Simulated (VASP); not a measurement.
Wanted: the native input for a VASP 6.6.1 run.

* Task: single point
* Functional: PBE
* Potentials or basis: VASP PAW PBE potentials, release 64 (As, F)
* Cutoff: 520 eV
* k mesh: 10 × 10 × 10
* Occupations: gaussian, width 0.1 eV
* Spin: no spin polarisation
* Dipole correction: no
* Further INCAR settings: ALGO = Normal; EDIFF = 1e-06; NBANDS = 26

The structure of As2F lies in POSCAR:

```
As2F
1.0
   -3.2399447962      3.2399447962      2.5023511383
    3.2399447962     -3.2399447962      2.5023511383
    3.2399447962      3.2399447962     -2.5023511383
As F
4 2
Direct
    0.1282240221      0.6282240221      0.7564480442
    0.6282240221      0.8717759779      0.5000000000
    0.8717759779      0.3717759779      0.2435519558
    0.3717759779      0.1282240221      0.5000000000
    0.7500000000      0.7500000000      0.0000000000
    0.2500000000      0.2500000000      0.0000000000
```

These files were run (other wordings do the same):

INCAR

```
SYSTEM = As2F
ALGO = Normal
EDIFF = 1E-6
ENCUT = 520
GGA = PE
ISIF = 2
ISMEAR = 0
LASPH = .TRUE.
LCHARG = .FALSE.
LREAL = .FALSE.
LWAVE = .FALSE.
NBANDS = 26
NELM = 100
PREC = Accurate
SIGMA = 0.1
```

KPOINTS

```
k-points
0
G
  10 10 10
  0 0 0
```

Potentials or basis: VASP PAW PBE potentials, release 64 (As, F).

Launch:

```bash
$ cat potpaw_PBE.64/As/POTCAR potpaw_PBE.64/F/POTCAR > POTCAR
$ mpirun -np 1 vasp_std > vasp.out
```

Results of the run:

```json
{
  "Pressure": "0.1 GPa",
  "Largest force": "0.075 eV/Å",
  "Band gap on the k mesh": "zero (bands 17 and 18 overlap by 1.07 eV)"
}
```

It took 2.5 min on 1 thread of Intel(R) Xeon(R) 6975P-C (Granite Rapids), on a shared host, peak memory 0.38 GiB.
